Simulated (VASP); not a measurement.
# Al (P6_3/mmc) in VASP: notebook

The runs below take Al through single point, with PBE, PBE+D3(BJ).

All numbers are computed with VASP 6.6.1; they aren't measurements. Logs are shortened: lines on timing, memory, paths and dates and some standing lists are left out, and cuts for length are marked.

### Step 1. The cell of the first run

It takes space group P6_3/mmc (No. 194, hexagonal). The conventional cell has a = 2.700 Å, b = 2.700 Å, c = 8.915 Å, α = 90.00°, β = 90.00°, γ = 120.00°. Within 3.6 Å of Al (site symmetry -3m) lie 12 Al at 2.70 to 2.72 Å. Al (site symmetry -6m2) has 12 Al at 2.70 to 2.72 Å within 3.6 Å.

### Step 2. Single point, PBE (volume scaled by 0.85)

INCAR reads:

```
SYSTEM = Al
  ALGO = Normal
  EDIFF = 1E-7
  ENCUT = 520
  GGA = PE
  ISIF = 2
  ISMEAR = -1
  LASPH = .True.
  LCHARG = .False.
  LREAL = .False.
  LWAVE = .False.
  NBANDS = 14
  NELM = 60
  PREC = Accurate
  SIGMA = 0.08
```

KPOINTS reads:

```
k-points
0
Gamma
  14 14 4
  0 0 0
```

POSCAR reads:

```
Al
1.0
    2.6996866148      0.0000000000      0.0000000000
   -1.3498433074      2.3379971906      0.0000000000
    0.0000000000      0.0000000000      8.9147740104
Al
4
Direct
    0.0000000000      0.0000000000      0.0000000000
    0.0000000000      0.0000000000      0.5000000000
    0.3333333333      0.6666666667      0.2500000000
    0.6666666667      0.3333333333      0.7500000000
```

Potentials or basis: VASP PAW PBE potentials, release 64 (Al).

Command:

```console
$ cat potpaw_PBE.64/Al/POTCAR > POTCAR
$ mpirun -np 1 vasp_std > vasp.out
```

OUTCAR:

```text
SYSTEM = Al
   EDIFF = 1E-7
   ENCUT = 520
   GGA = PE
   ISIF = 2
   ISMEAR = -1
   LASPH = .True.
   LREAL = .False.
   NELM = 60
   PREC = Accurate

 ion  position               nearest neighbor table
   1  0.000  0.000  0.000-   3 2.72   4 2.72   3 2.72   4 2.72   4 2.72   3 2.72
   2  0.000  0.000  0.500-   3 2.72   4 2.72   3 2.72   4 2.72   4 2.72   3 2.72
   3  0.333  0.667  0.250-   1 2.72   2 2.72   1 2.72   2 2.72   1 2.72   2 2.72
   4  0.667  0.333  0.750-   1 2.72   2 2.72   1 2.72   2 2.72   1 2.72   2 2.72

  LATTYP: Found a hexagonal cell.
 ALAT       =     2.6996866148
 C/A-ratio  =     3.3021514281

  Lattice vectors:

 A1 = (   2.6996866148,   0.0000000000,   0.0000000000)
 A2 = (  -1.3498433074,   2.3379971906,   0.0000000000)
 A3 = (   0.0000000000,   0.0000000000,   8.9147740104)

Analysis of symmetry for initial positions (statically):
=====================================================================
 Subroutine PRICEL returns:
 Original cell was already a primitive cell.

 Routine SETGRP: Setting up the symmetry group for a
 hexagonal supercell.

 Subroutine GETGRP returns: Found 24 space group operations
 (whereof 12 operations were pure point group operations)
 out of a pool of 24 trial point group operations.

The static configuration has the point symmetry D_3d.
 The point group associated with its full space group is D_6h.

Analysis of symmetry for dynamics (positions and initial velocities):
=====================================================================
 Subroutine PRICEL returns:
 Original cell was already a primitive cell.

 Routine SETGRP: Setting up the symmetry group for a
 hexagonal supercell.

 Subroutine GETGRP returns: Found 24 space group operations
 (whereof 12 operations were pure point group operations)
 out of a pool of 24 trial point group operations.

The dynamic configuration has the point symmetry D_3d.
 The point group associated with its full space group is D_6h.

 Subroutine INISYM returns: Found 24 space group operations
 (whereof 12 operations are pure point group operations),
 and found     1 'primitive' translations

----------------------------------------------------------------------------------------

                                     Primitive cell

  volume of cell :      56.2688

  direct lattice vectors                    reciprocal lattice vectors
     2.699686615  0.000000000  0.000000000     0.370413364  0.213858255  0.000000000
    -1.349843307  2.337997191  0.000000000     0.000000000  0.427716511  0.000000000
     0.000000000  0.000000000  8.914774010     0.000000000  0.000000000  0.112173343

  length of vectors
     2.699686615  2.699686615  8.914774010     0.427716511  0.427716511  0.112173343

  position of ions in fractional coordinates (direct lattice)
     0.000000000  0.000000000  0.000000000
     0.000000000  0.000000000  0.500000000
     0.333333333  0.666666667  0.250000000
     0.666666667  0.333333333  0.750000000

  ion indices of the primitive-cell ions
   primitive index   ion index
                 1           1
                 2           2
                 3           3
                 4           4

----------------------------------------------------------------------------------------

 KPOINTS: k-points

Automatic generation of k-mesh.
 Grid dimensions read from file:
 generate k-points for:   14   14    4

 Generating k-lattice:

  Cartesian coordinates                     Fractional coordinates (reciprocal lattice)
     0.026458097  0.015275590  0.000000000     0.071428571  0.000000000  0.000000000
     0.000000000  0.030551179  0.000000000     0.000000000  0.071428571  0.000000000
     0.000000000  0.000000000  0.028043336     0.000000000  0.000000000  0.250000000

  Length of vectors
     0.030551179  0.030551179  0.028043336

  Shift w.r.t. Gamma in fractional coordinates (k-lattice)
     0.000000000  0.000000000  0.000000000

 Subroutine IBZKPT returns following result:
 ===========================================

 Found     72 irreducible k-points:

 Following reciprocal coordinates:
            Coordinates               Weight
  0.000000  0.000000  0.000000      1.000000
  0.071429  0.000000  0.000000      6.000000
  0.142857 -0.000000  0.000000      6.000000
  0.214286  0.000000  0.000000      6.000000
  0.285714  0.000000  0.000000      6.000000
  0.357143  0.000000  0.000000      6.000000
[... 16 lines left out ...]
  0.285714  0.285714  0.000000      6.000000
  0.357143  0.285714  0.000000      6.000000
 [... further k-points ...]
   k-points           NKPTS =     72   k-points in BZ     NKDIM =     72   number of bands    NBANDS=     14
   number of dos      NEDOS =    301   number of ions     NIONS =      4
   total plane-waves  NPLWV =  28000
   dimension x,y,z NGX =    20 NGY =   20 NGZ =   70
   dimension x,y,z NGXF=    40 NGYF=   40 NGZF=  140
   ions per type =               4
   NGX,Y,Z   is equivalent  to a cutoff of  12.32, 12.32, 13.05 a.u.
   NGXF,Y,Z  is equivalent  to a cutoff of  24.63, 24.63, 26.11 a.u.
 SYSTEM =  Al
   PREC   = accura    normal or accurate (medium, high low for compatibility)
   ISTART =      0    job   : 0-new  1-cont  2-samecut
   ICHARG =      2    charge: 1-file 2-atom 10-const
   ISPIN  =      1    spin polarized calculation?
   LNONCOLLINEAR =      F non collinear calculations
   LSORBIT =      F    spin-orbit coupling
   LASPH  =      T    aspherical Exc in radial PAW
   ENCUT  =  520.0 eV  38.22 Ry    6.18 a.u.   5.02  5.02 16.58*2*pi/ulx,y,z
   NELM   =     60;   NELMIN=  2; NELMDL= -5     # of ELM steps
   EDIFF  = 0.1E-06   stopping-criterion for ELM
   LREAL  =      F    real-space projection
   EDIFFG = 0.1E-05   stopping-criterion for IOM
   NSW    =      0    number of steps for IOM
   IBRION =     -1    ionic relax: 0-MD 1-quasi-New 2-CG
   NFREE  =      0    steps in history (QN), initial steepest desc. (CG)
   ISIF   =      2    stress and relaxation
   ISYM   =      2    0-nonsym 1-usesym 2-fastsym
   POTIM  = 0.5000    time-step for ionic-motion
   TEBEG  =    0.0;   TEEND  =   0.0 temperature during run
   PSTRESS=    0.0 pullay stress
   NELECT =      12.0000    total number of electrons
   NUPDOWN=      -1.0000    fix difference up-down
   EMIN   =  10.00;   EMAX   =-10.00  energy-range for DOS
   EFERMI =   0.00;   METHOD = LEGACY
   ISMEAR =    -1;   SIGMA  =   0.08  broadening in eV -4-tet -1-fermi 0-gaus
   EFERMI_NEDOS =   21; number of points for ismear=-14 and -15
   IALGO  =     38    algorithm
   IMIX   =      4    mixing-type and parameters
     AMIX     =   0.40;   BMIX     =  1.00
     AMIX_MAG =   1.60;   BMIX_MAG =  1.00
  volume/ion in A,a.u.               =      14.07        94.93
  Fermi-wavevector in a.u.,A,eV,Ry     =   0.978091  1.848324 13.016182  0.956662
  Thomas-Fermi vector in A             =   2.108840
   LORBIT       =      0    0 simple, 1 ext, 2 COOP (PROOUT), +10 PAW based schemes
   GGA     = PE    functional components
   LHFCALC =     F    Hartree Fock is set to
   AEXX    =    0.0000 exact exchange contribution
   IVDW    =     0    specifies the selected vdW correction
   LEPSILON=     F    determine dielectric tensor
   LRPA    =     F    only Hartree local field effects (RPA)
 non-spin polarized calculation
  energy-cutoff  :      520.00
  volume of cell :       56.27
 maximum number of plane-waves:      1536
 NGX is ok and might be reduce to    20
   NGX =  9   NGY =  9   NGZ = 33

 number of electron      12.0000000 magnetization

 Free energy of the ion-electron system (eV)
  ---------------------------------------------------
  ext. energy  EPLUGINS =         0.00000000
  ---------------------------------------------------
  free energy    TOTEN  =       -14.46562502 eV

  energy without entropy =      -14.43706378  energy(sigma->0) =      -14.45134440

 E-fermi :   9.7734     XC(G=0): -10.7889

 val. band max:        9.7484873418   @ k =   0.2857   0.0714   0.5000
 cond. band min:       9.7776578137   @ k =   0.2857   0.2143   0.0000
 fundamental gap:      0.0291704719
 Fermi energy:         9.7733891940

 k-point     1 :       0.0000    0.0000    0.0000
  band No.  band energies     occupation
      1      -2.5153      2.00000
      2      -0.6702      2.00000
      3      -0.6667      2.00000
      4       4.4542      2.00000
      5       5.0150      2.00000
      6      13.3131      0.00000
      7      13.3271      0.00000
      8      21.8355      0.00000
      9      21.8355      0.00000
     10      21.8830      0.00000
     11      21.8830      0.00000
     12      22.7710      0.00000
     13      22.7772      0.00000
     14      22.7830      0.00000

 k-point     2 :       0.0714    0.0000    0.0000
  band No.  band energies     occupation
      1      -2.3774      2.00000
      2      -0.5343      2.00000
      3      -0.5309      2.00000
      4       4.5805      2.00000
      5       5.1475      2.00000
      6      13.4171      0.00000
      7      13.4366      0.00000
      8      19.3581      0.00000
      9      20.3978      0.00000
     10      20.6809      0.00000
     11      20.7981      0.00000
     12      21.7867      0.00000
     13      21.8406      0.00000
     14      21.8533      0.00000

 k-point     3 :       0.1429   -0.0000    0.0000
  band No.  band energies     occupation
      1      -1.9645      2.00000
      2      -0.1277      2.00000
      3      -0.1244      2.00000
      4       4.9595      2.00000
      5       5.5413      2.00000
      6      13.6820      0.00000
      7      13.7435      0.00000
      8      16.5055      0.00000
      9      17.8614      0.00000
     10      17.9978      0.00000
     11      19.1493      0.00000
     12      20.4105      0.00000
     13      20.6668      0.00000
     14      20.6690      0.00000
[... 324 lines left out ...]
 k-point    23 :       0.2857    0.2857    0.0000
  band No.  band energies     occupation
      1       3.9228      2.00000
      2       5.6082      2.00000
      3       5.6251      2.00000
      4       7.4068      2.00000
      5       7.5241      2.00000
      6       8.7389      2.00000
      7       9.0099      1.99986
      8       9.5057      1.93192
      9      10.0962      0.03475
     10      10.6302      0.00004
     11      12.3229      0.00000
     12      13.9815      0.00000
     13      14.4246      0.00000
     14      14.9593      0.00000

 k-point    24 :       0.3571    0.2857    0.0000
  band No.  band energies     occupation
      1       5.5847      2.00000
      2       5.5936      2.00000
      3       6.8241      2.00000
      4       6.8954      2.00000
      5       7.2910      2.00000
      6       7.5989      2.00000
      7       7.9045      2.00000
      8       9.2664      1.99647
      9       9.6410      1.67896
     10      12.0079      0.00000
     11      12.5082      0.00000
     12      13.3374      0.00000
     13      13.8428      0.00000
     14      14.1096      0.00000

 [... further k-points ...]
[... 5 lines left out ...]
  --------------------------------------------------------------------------------------
  -------------------------------------------------------------------------------------
  Total        6.3237732      6.3237732      6.3069891      0.0000000      0.0000000      0.0000000
  in kB      180.0608068    180.0608068    179.5829026      0.0000000      0.0000000      0.0000000
  external PRESSURE =     179.9015054 kB  Pullay stress =       0.0000000 kB

 VOLUME and BASIS-vectors are now :
 -----------------------------------------------------------------------------
  energy-cutoff  :      520.00
  volume of cell :       56.27
      direct lattice vectors                 reciprocal lattice vectors
     2.699686615  0.000000000  0.000000000     0.370413364  0.213858255  0.000000000
    -1.349843307  2.337997191  0.000000000     0.000000000  0.427716511  0.000000000
     0.000000000  0.000000000  8.914774010     0.000000000  0.000000000  0.112173343

 POSITION                                       TOTAL-FORCE (eV/Angst)
 -----------------------------------------------------------------------------------
      0.00000      0.00000      0.00000        -0.000000      0.000000      0.000000
      0.00000      0.00000      4.45739        -0.000000      0.000000      0.000000
     -0.00000      1.55866      2.22869         0.000000     -0.000000      0.000000
      1.34984      0.77933      6.68608         0.000000      0.000000      0.000000
 -----------------------------------------------------------------------------------
    total drift:                               -0.000000      0.000000     -0.000000

  FREE ENERGIE OF THE ION-ELECTRON SYSTEM (eV)
  ---------------------------------------------------
  free  energy   TOTEN  =       -14.4656250180 eV

  energy  without entropy=      -14.4370637788  energy(sigma->0) =      -14.45134440
```

It took 17 s on 1 thread of Intel Xeon 6975P-C (Granite Rapids), shared host; peak memory 0.18 GiB.

What came out:

* Free energy: -14.4656 eV
* Pressure: 18.0 GPa
* Band gap on the k mesh: zero (band 6 reaches 13.79 eV, above the bottom of band 7 at 7.90 eV)

Levels at points of the mesh, in eV from the Fermi level:
```
           k point  band 3  band 4  band 5  band 6  band 7  band 8  band 9  band 10
(0.00, 0.00, 0.00)  -10.44   -5.32   -4.76    3.54    3.55   12.06   12.06    12.11
(0.50, 0.00, 0.00)   -4.38   -4.36   -3.48   -3.46    0.76    1.11    1.55     1.91
(0.00, 0.00, 0.50)   -8.17   -8.17   -1.11   -1.11    8.79    8.79   12.30    12.30
(0.50, 0.00, 0.50)   -5.21   -5.21   -2.04   -2.04   -1.30   -1.30    4.85     4.85
```

### Step 3. Single point, PBE (volume scaled by 0.85)

INCAR reads:

```
PREC     = Accurate       # precision mode
ENCUT    = 520            # plane-wave cutoff, eV
EDIFF    = 1E-7           # SCF threshold, eV
ISMEAR   = -1             # smearing method
SIGMA    = 0.08           # smearing width, eV
LREAL    = False          # projectors in reciprocal space
LASPH    = True           # aspherical terms in the spheres
NELM     = 60             # most SCF steps
ALGO     = Normal         # electronic algorithm
ISIF     = 2              # what is computed and relaxed
LWAVE    = False          # write WAVECAR
LCHARG   = False          # write CHGCAR
GGA      = PE             # functional
NBANDS   = 14             # bands
```

KPOINTS reads:

```
regular mesh
0
Gamma
  14 14 4
```

POSCAR is that of step 2.

Potentials or basis: VASP PAW PBE potentials, release 64 (Al).

Command:

```console
$ cat potpaw_PBE.64/Al/POTCAR > POTCAR
$ mpirun -np 1 vasp_std > vasp.out
```

It took 16 s on 1 thread of Intel Xeon 6975P-C (Granite Rapids), shared host; peak memory 0.18 GiB.

It converged, with:

```
Free energy            : -14.4656 eV
Pressure               : 18.0 GPa
Band gap on the k mesh : zero (band 6 reaches 13.79 eV, above the bottom of band 7 at 7.90 eV)
```

Levels at points of the mesh, in eV from the Fermi level:
| k point | band 3 | band 4 | band 5 | band 6 | band 7 | band 8 | band 9 | band 10 |
| --- | --- | --- | --- | --- | --- | --- | --- | --- |
| (0.00, 0.00, 0.00) | -10.44 | -5.32 | -4.76 | 3.54 | 3.55 | 12.06 | 12.06 | 12.11 |
| (0.50, 0.00, 0.00) | -4.38 | -4.36 | -3.48 | -3.46 | 0.76 | 1.11 | 1.55 | 1.91 |
| (0.00, 0.00, 0.50) | -8.17 | -8.17 | -1.11 | -1.11 | 8.79 | 8.79 | 12.30 | 12.30 |
| (0.50, 0.00, 0.50) | -5.21 | -5.21 | -2.04 | -2.04 | -1.30 | -1.30 | 4.85 | 4.85 |

[end of part 1 of 2]
